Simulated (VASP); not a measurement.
Runs of VASP 6.6.1 on SiC. The structure is that of space group F-43m (No. 216), or close to it. The cells are those of the table. 

```tsv
task	cell	k mesh	smearing	gap on the mesh (eV)	pressure (GPa)
single point	a = 3.061 Å, angles 60.0°, 2 atoms	10 × 10 × 10	gaussian 0.02 eV	1.29	0.3
single point	a = 3.079 Å, angles 60.0°, 2 atoms	8 × 8 × 8	gaussian 0.1 eV	1.30	(a)
relaxation of cell and atoms	relaxed from a = 3.079 Å, angles 60.0°, 2 atoms	10 × 10 × 10	gaussian 0.02 eV	1.29	0.0
single point	a = 3.061 Å, angles 60.0°, 2 atoms	12 × 12 × 12	gaussian 0.02 eV	1.29	0.3
```

Alike in all rows: level LDA; potentials or basis VASP PAW LDA potentials, release 64 (Si, C); no spin polarisation; cutoff (eV) 600.

Estimate the missing entries.

(a) -3.6.

Caveats: the cell stands under tension (at least some runs).

A k mesh can miss the band edges.
